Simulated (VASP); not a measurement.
Crystal: Au.

```xyz
3
Lattice="4.0615 0.0000 0.0000 0.0000 4.0615 0.0000 0.0000 0.0000 4.0615" Properties=species:S:1:pos:R:3 pbc="T T T"
Au    0.0000    2.0308    2.0308
Au    2.0308    0.0000    2.0308
Au    2.0308    2.0308    0.0000
```

* Program: VASP 6.6.1
* Task: relaxation of cell and atoms
* Functional: PBE
* Potentials or basis: VASP PAW PBE potentials, release 64 (Au)
* Cutoff: 500 eV
* k mesh: 6 × 6 × 6
* Occupations: gaussian, width 0.1 eV
* Spin: no spin polarisation

At the start: pressure -5.6 GPa; volume 22.33 Å³/atom.

**Question.** Where does the relaxation end?

**Answer.** Over 3 steps the energy falls by 24.6 meV/atom and the volume is 21.03 Å³/atom (-5.8 %); space group Pm-3m (No. 221, to 0.05 Å).

Step by step:
```
step  energy change (eV)  largest force (eV/Å)  pressure (GPa)  volume (Å³)
   1              0.0000                0.0000           -5.61        67.00
   2             -0.0038                0.0000            7.11        59.70
   3             -0.0739                0.0000           -0.06        63.10
```

Final structure:
```
CELL_PARAMETERS angstrom
3.98110 0.00000 0.00000
0.00000 3.98110 0.00000
0.00000 0.00000 3.98110
ATOMIC_POSITIONS crystal
Au 0.00000 0.50000 0.50000
Au 0.50000 0.00000 0.50000
Au 0.50000 0.50000 0.00000
```
